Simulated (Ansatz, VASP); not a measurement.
Sb in VASP and in Ansatz

Contents of INCAR:

```
PREC = Accurate ; ENCUT = 520
EDIFF = 1E-6 ; ISMEAR = -1
SIGMA = 0.05 ; LREAL = F
LASPH = T ; NELM = 80
ALGO = Normal ; ISIF = 2
LWAVE = F ; LCHARG = F
GGA = PE ; NBANDS = 8
```

Contents of KPOINTS:

```
Automatic mesh
0
Gamma
  13 13 13
```

The input POSCAR:

```
Sb
1.0
    3.1600000000      0.0000000000      0.0000000000
    0.0000000000      3.1600000000      0.0000000000
    0.0000000000      0.0000000000      3.0968000000
Sb
1
Direct
    0.0000000000      0.0000000000      0.0000000000
```

Input for Ansatz:

```yaml
crystal:
  lattice:
    - [3.16, 0.0, 0.0]
    - [0.0, 3.16, 0.0]
    - [0.0, 0.0, 3.0968]
  atoms:
    - { symbol: Sb, position: [0.0, 0.0, 0.0] }
kpoints:
  mp_grid: { grid: [13, 13, 13] }
  band_path:
    path:
      - [0.0, 0.0, 0.0]
      - [0.0, 0.5, 0.0]
      - [0.5, 0.5, 0.0]
      - [0.0, 0.0, 0.0]
      - [0.0, 0.0, 0.5]
      - [0.0, 0.5, 0.5]
      - [0.5, 0.5, 0.5]
      - [0.0, 0.0, 0.5]
      - [0.0, 0.5, 0.0]
    npoints: 5
scf:
  occupations: { method: fermi_dirac, width: 0.05 }
hamiltonian:
  xc: pbe
  pseudopotentials: { kind: all_electron, lapw: { basis_error: 0.001 } }
output:
  forces: true
  stress: true
  eigenvalues: true
```

Change from the starting cell: zz strain of -2 %.

Alike in both runs: task single point; functional PBE; k mesh 13 × 13 × 13; occupations fermi-dirac, width 0.05 eV; no spin polarisation.

```csv
,VASP,Ansatz
version,VASP 6.6.1,Ansatz 0.2.0
potentials or method,"VASP PAW PBE potentials, release 64 (Sb), cutoff 520 eV","all-electron LAPW, scalar-relativistic"
```

|  | VASP | Ansatz | Ansatz less VASP |
| --- | --- | --- | --- |
| pressure (GPa) | -1.6 | -1.5 | +0.04 |
| traceless stress, the component that is largest in VASP (GPa) | 2.07 | 2.07 | -0.007 |

Ansatz ran all-electron here, and VASP with PAW potentials.

Spin-orbit coupling is off throughout.
